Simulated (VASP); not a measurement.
# Hf in VASP: single point with PBE+D3(BJ)

Aim: the single point of Hf with PBE+D3(BJ).

Everything below comes from runs of VASP 6.6.1. Logs are shortened: lines on timing, memory, paths and dates and some standing lists are left out, and cuts for length are marked.

## (1) The cell of the first run

The cell holds a slab with vacuum, 12 atoms: a = 6.185 Å, b = 6.185 Å, c = 23.307 Å, α = 90.00°, β = 90.00°, γ = 120.00°.

## (2) Single point, PBE+D3(BJ)

INCAR reads:

```
SYSTEM = Hf
ALGO = Normal
DIPOL = 0.5 0.5 0.406
EDIFF = 1E-6
ENCUT = 400
GGA = PE
GGA_COMPAT = .False.
IDIPOL = 3
ISIF = 2
ISMEAR = 1
IVDW = 12
LASPH = .True.
LCHARG = .True.
LDIPOL = .True.
LELF = .True.
LREAL = .False.
LVACPOTAV = .True.
LVHAR = .True.
LWAVE = .False.
NBANDS = 72
NELM = 120
NELMDL = -8
PREC = Accurate
SIGMA = 0.1
```

KPOINTS reads:

```
k-points
0
Gamma
  6 6 1
  0 0 0
```

POSCAR reads:

```
Hf
1.0
   -0.0000000286      6.1849724041      0.0000000000
   -5.3563432093     -3.0924862268      0.0000000000
    0.0000000000      0.0000000000     23.3067976068
Hf
12
Direct
    0.3333333333      0.1666666667      0.3003415621
    0.3333333333      0.6666666667      0.3003415621
    0.8333333333      0.1666666667      0.3003415621
    0.8333333333      0.6666666667      0.3003415621
    0.1666666667      0.3333333333      0.4052404300
    0.1706328620      0.8369768112      0.4045413406
    0.6663439491      0.3293671380      0.4045413406
    0.6630231888      0.8336560509      0.4045413406
    0.3360971121      0.1714202689      0.5151169558
    0.3285797311      0.6646768433      0.5151169558
    0.8353231567      0.1639028879      0.5151169558
    0.8333333333      0.6666666667      0.5113705474
```

Potentials or basis: VASP PAW PBE potentials, release 64 (Hf_pv).

On the command line:

```bash
$ cat potpaw_PBE.64/Hf_pv/POTCAR > POTCAR
$ mpirun -np 1 vasp_std > vasp.out
```

OUTCAR:

```text
SYSTEM = Hf
   EDIFF = 1E-6
   ENCUT = 400
   GGA = PE
   ISIF = 2
   ISMEAR = 1
   IVDW = 12
   LASPH = .True.
   LREAL = .False.
   NELM = 120
   NELMDL = -8
   PREC = Accurate
 IVDW          = 12

 ion  position               nearest neighbor table
   1  0.333  0.167  0.300-   6 3.00   7 3.01   5 3.03   2 3.09   2 3.09   4 3.09   4 3.09   3 3.09
                             3 3.09
   2  0.333  0.667  0.300-   8 3.00   6 3.01   5 3.03   1 3.09   1 3.09   3 3.09   3 3.09   4 3.09
                             4 3.09
   3  0.833  0.167  0.300-   7 3.00   8 3.01   5 3.03   4 3.09   4 3.09   2 3.09   2 3.09   1 3.09
                             1 3.09
   4  0.833  0.667  0.300-   7 3.03   8 3.03   6 3.03   3 3.09   3 3.09   1 3.09   1 3.09   2 3.09
                             2 3.09
   5  0.167  0.333  0.405-   1 3.03   2 3.03   3 3.03   6 3.08   8 3.08   7 3.08   7 3.10   8 3.10
                             6 3.10   9 3.12  10 3.12  11 3.12
   6  0.171  0.837  0.405-   1 3.00   2 3.01   4 3.03   7 3.06   8 3.06  12 3.08   5 3.08   5 3.10
                            10 3.13   7 3.13   8 3.13   9 3.14
   7  0.666  0.329  0.405-   3 3.00   1 3.01   4 3.03   8 3.06   6 3.06  12 3.08   5 3.08   5 3.10
                             9 3.13   8 3.13   6 3.13  11 3.14
   8  0.663  0.834  0.405-   2 3.00   3 3.01   4 3.03   7 3.06   6 3.06  12 3.08   5 3.08   5 3.10
                            11 3.13   7 3.13   6 3.13  10 3.14
   9  0.336  0.171  0.515-  12 3.07  10 3.07  11 3.07  10 3.11  11 3.11   5 3.12  12 3.12   7 3.13
                             6 3.14
  10  0.329  0.665  0.515-  12 3.07   9 3.07  11 3.07   9 3.11  11 3.11   5 3.12  12 3.12   6 3.13
                             8 3.14
  11  0.835  0.164  0.515-  12 3.07  10 3.07   9 3.07  10 3.11   9 3.11   5 3.12  12 3.12   8 3.13
                             7 3.14
  12  0.833  0.667  0.511-  11 3.07   9 3.07  10 3.07   7 3.08   8 3.08   6 3.08  11 3.12   9 3.12
                            10 3.12

  LATTYP: Found a hexagonal cell.
 ALAT       =     6.1849724041
 C/A-ratio  =     3.7682945184

  Lattice vectors:

 A1 = (  -0.0000000286,   6.1849724041,   0.0000000000)
 A2 = (  -5.3563432093,  -3.0924862268,   0.0000000000)
 A3 = (   0.0000000000,   0.0000000000,  23.3067976068)

Analysis of symmetry for initial positions (statically):
=====================================================================
 Subroutine PRICEL returns:
 Original cell was already a primitive cell.

 Routine SETGRP: Setting up the symmetry group for a
 hexagonal supercell.

 Subroutine GETGRP returns: Found  3 space group operations
 (whereof  1 operations were pure point group operations)
 out of a pool of 24 trial point group operations.

The static configuration has the point symmetry C_1 .
 The point group associated with its full space group is C_3 .

Analysis of symmetry for dynamics (positions and initial velocities):
=====================================================================
 Subroutine PRICEL returns:
 Original cell was already a primitive cell.

 Routine SETGRP: Setting up the symmetry group for a
 hexagonal supercell.

 Subroutine GETGRP returns: Found  3 space group operations
 (whereof  1 operations were pure point group operations)
 out of a pool of 24 trial point group operations.

The dynamic configuration has the point symmetry C_1 .
 The point group associated with its full space group is C_3 .

 Subroutine INISYM returns: Found  3 space group operations
 (whereof  1 operations are pure point group operations),
 and found     1 'primitive' translations

----------------------------------------------------------------------------------------

                                     Primitive cell

  volume of cell :     772.1271

  direct lattice vectors                    reciprocal lattice vectors
    -0.000000029  6.184972404  0.000000000    -0.093347268  0.161682208  0.000000000
    -5.356343209 -3.092486227  0.000000000    -0.186694534 -0.000000001  0.000000000
     0.000000000  0.000000000 23.306797607     0.000000000  0.000000000  0.042905937

  length of vectors
     6.184972404  6.184972404 23.306797607     0.186694534  0.186694534  0.042905937

  position of ions in fractional coordinates (direct lattice)
     0.333333333  0.166666667  0.300341562
[... 28 lines left out ...]

 KPOINTS: k-points

Automatic generation of k-mesh.
 Grid dimensions read from file:
 generate k-points for:    6    6    1

 Generating k-lattice:

  Cartesian coordinates                     Fractional coordinates (reciprocal lattice)
    -0.015557878  0.026947035  0.000000000     0.166666667  0.000000000  0.000000000
    -0.031115756 -0.000000000  0.000000000    -0.000000000  0.166666667  0.000000000
     0.000000000  0.000000000  0.042905937     0.000000000  0.000000000  1.000000000

  Length of vectors
     0.031115756  0.031115756  0.042905937

  Shift w.r.t. Gamma in fractional coordinates (k-lattice)
     0.000000000  0.000000000  0.000000000

 Subroutine IBZKPT returns following result:
 ===========================================

 Found      8 irreducible k-points:

 Following reciprocal coordinates:
            Coordinates               Weight
  0.000000  0.000000  0.000000      1.000000
  0.166667  0.000000  0.000000      6.000000
  0.333333  0.000000  0.000000      6.000000
  0.500000 -0.000000  0.000000      3.000000
  0.166667  0.166667  0.000000      6.000000
  0.333333  0.166667  0.000000      6.000000
 -0.333333  0.500000  0.000000      6.000000
  0.333333  0.333333  0.000000      2.000000
   k-points           NKPTS =      8   k-points in BZ     NKDIM =      8   number of bands    NBANDS=     72
   number of dos      NEDOS =    301   number of ions     NIONS =     12
   total plane-waves  NPLWV = 256000
   dimension x,y,z NGX =    40 NGY =   40 NGZ =  160
   dimension x,y,z NGXF=    80 NGYF=   80 NGZF=  320
   ions per type =              12
   NGX,Y,Z   is equivalent  to a cutoff of  10.75, 10.75, 11.41 a.u.
   NGXF,Y,Z  is equivalent  to a cutoff of  21.50, 21.50, 22.83 a.u.
 SYSTEM =  Hf
   PREC   = accura    normal or accurate (medium, high low for compatibility)
   ISTART =      0    job   : 0-new  1-cont  2-samecut
   ICHARG =      2    charge: 1-file 2-atom 10-const
   ISPIN  =      1    spin polarized calculation?
   LNONCOLLINEAR =      F non collinear calculations
   LSORBIT =      F    spin-orbit coupling
   LASPH  =      T    aspherical Exc in radial PAW
   ENCUT  =  400.0 eV  29.40 Ry    5.42 a.u.  10.09 10.09 38.01*2*pi/ulx,y,z
   NELM   =    120;   NELMIN=  2; NELMDL= -8     # of ELM steps
   EDIFF  = 0.1E-05   stopping-criterion for ELM
   LREAL  =      F    real-space projection
[... 7 lines left out ...]
   TEBEG  =    0.0;   TEEND  =   0.0 temperature during run
   PSTRESS=    0.0 pullay stress
   NELECT =     120.0000    total number of electrons
   NUPDOWN=      -1.0000    fix difference up-down
   EMIN   =  10.00;   EMAX   =-10.00  energy-range for DOS
   EFERMI =   0.00;   METHOD = LEGACY
   ISMEAR =     1;   SIGMA  =   0.10  broadening in eV -4-tet -1-fermi 0-gaus
   EFERMI_NEDOS =   21; number of points for ismear=-14 and -15
   IALGO  =     38    algorithm
   IMIX   =      4    mixing-type and parameters
     AMIX     =   0.40;   BMIX     =  1.00
     AMIX_MAG =   1.60;   BMIX_MAG =  1.00
  volume/ion in A,a.u.               =      64.34       434.21
  Fermi-wavevector in a.u.,A,eV,Ry     =   0.880182  1.663302 10.540703  0.774720
  Thomas-Fermi vector in A             =   2.000507
   LORBIT       =      0    0 simple, 1 ext, 2 COOP (PROOUT), +10 PAW based schemes
   GGA     = PE    functional components
   LHFCALC =     F    Hartree Fock is set to
   AEXX    =    0.0000 exact exchange contribution
   IVDW    =    12    specifies the selected vdW correction
   LEPSILON=     F    determine dielectric tensor
   LRPA    =     F    only Hartree local field effects (RPA)
 non-spin polarized calculation
 Methfessel and Paxton  Order N= 1 SIGMA  =   0.10
  energy-cutoff  :      400.00
  volume of cell :      772.13
 maximum number of plane-waves:     14052
   NGX = 21   NGY = 21   NGZ = 77

 dipolmoment           0.000000      0.000000      0.029517 electrons x Angstroem

 number of electron     120.0000003 magnetization

 dipolmoment           0.000000      0.000000     -0.022299 electrons x Angstroem

 Free energy of the ion-electron system (eV)
  ---------------------------------------------------
  ext. energy  EPLUGINS =         0.00000000
  ---------------------------------------------------
  free energy    TOTEN  =      -111.28148047 eV

  energy without entropy =     -111.27613008  energy(sigma->0) =     -111.27969701

 E-fermi :  -1.0917     XC(G=0):  -4.6781

 val. band max:       -1.0918286565   @ k =   0.0000   0.0000   0.0000
 cond. band min:      -1.0699873762   @ k =   0.0000   0.0000   0.0000
 fundamental gap:      0.0218412803
 Fermi energy:        -1.0917461134

 k-point     1 :       0.0000    0.0000    0.0000
  band No.  band energies     occupation
      1     -32.0338      2.00000
      2     -32.0194      2.00000
      3     -32.0194      2.00000
      4     -31.9849      2.00000
      5     -31.9826      2.00000
      6     -31.9826      2.00000
[... 589 lines left out ...]
     71      -0.0363     -0.00000
     72       0.0245     -0.00000

------------------------ aborting loop because EDIFF is reached ----------------------------------------

 Edisp (eV)   -3.76684

 E8    (eV) :    -2.1055

  FORCE on cell =-STRESS in cart. coord.  units (eV):
  Direction    XX          YY          ZZ          XY          YZ          ZX
  --------------------------------------------------------------------------------------
  -------------------------------------------------------------------------------------
  Total       0.14863     0.14863    -1.14064    -0.00000     0.00000     0.00000
  in kB       0.30841     0.30841    -2.36686    -0.00000     0.00000     0.00000
  external pressure =       -0.58 kB  Pullay stress =        0.00 kB

 VOLUME and BASIS-vectors are now :
 -----------------------------------------------------------------------------
  energy-cutoff  :      400.00
  volume of cell :      772.13
      direct lattice vectors                 reciprocal lattice vectors
    -0.000000029  6.184972404  0.000000000    -0.093347268  0.161682208  0.000000000
    -5.356343209 -3.092486227  0.000000000    -0.186694534 -0.000000001  0.000000000
     0.000000000  0.000000000 23.306797607     0.000000000  0.000000000  0.042905937

 POSITION                                       TOTAL-FORCE (eV/Angst)
 -----------------------------------------------------------------------------------
     -0.89272      1.54624      7.00000        -0.024360     -0.002399     -0.130040
     -3.57090     -0.00000      7.00000         0.014258     -0.019897     -0.130040
     -0.89272      4.63873      7.00000         0.010102      0.022296     -0.130040
     -3.57090      3.09249      7.00000         0.000000     -0.000000     -0.143657
     -1.78545     -0.00000      9.44486         0.000000     -0.000000      0.384074
     -4.48314     -1.53298      9.42856         0.113001     -0.149637      0.343948
     -1.76420      3.10276      9.42856        -0.186090     -0.023043      0.343948
     -4.46535      1.52271      9.42856         0.073089      0.172681      0.343948
     -0.91819      1.54864     12.00573         0.115201     -0.009188     -0.295654
     -3.56024     -0.02325     12.00573        -0.049643      0.104361     -0.295654
     -0.87792      4.65958     12.00573        -0.065558     -0.095173     -0.295654
     -3.57090      3.09249     11.91841         0.000000     -0.000000      0.004822
 -----------------------------------------------------------------------------------
    total drift:                                0.000001      0.000001      0.001024

  FREE ENERGIE OF THE ION-ELECTRON SYSTEM (eV)
  ---------------------------------------------------
  free  energy   TOTEN  =      -115.0483186150 eV

  energy  without entropy=     -115.0429682236  energy(sigma->0) =     -115.04653515

 vacuum level on the upper side and lower side of the slab         3.181         3.303
```

It took 27 min on 1 thread of Oxide Virtual Turin-like, shared host; peak memory 0.59 GiB.

Results:

| Quantity | Value |
| --- | --- |
| Free energy | -115.0483 eV |
| Largest force | 0.392 eV/Å |
| Band gap on the k mesh | zero (bands 60 and 61 overlap by 0.78 eV) |
| Dispersion energy per atom | -0.314 eV |

Forces in eV/Å, atoms in the order of the input:
```
Hf  -0.024 -0.002 -0.130
Hf   0.014 -0.020 -0.130
Hf   0.010  0.022 -0.130
Hf   0.000  0.000 -0.144
Hf   0.000  0.000  0.384
Hf   0.113 -0.150  0.344
Hf  -0.186 -0.023  0.344
Hf   0.073  0.173  0.344
Hf   0.115 -0.009 -0.296
Hf  -0.050  0.104 -0.296
Hf  -0.066 -0.095 -0.296
Hf   0.000  0.000  0.005
```

Caveat: spin-orbit coupling is left out, which moves the levels of the heavy elements.

The gap in the log of VASP goes by the Fermi energy; the results here count the filled bands.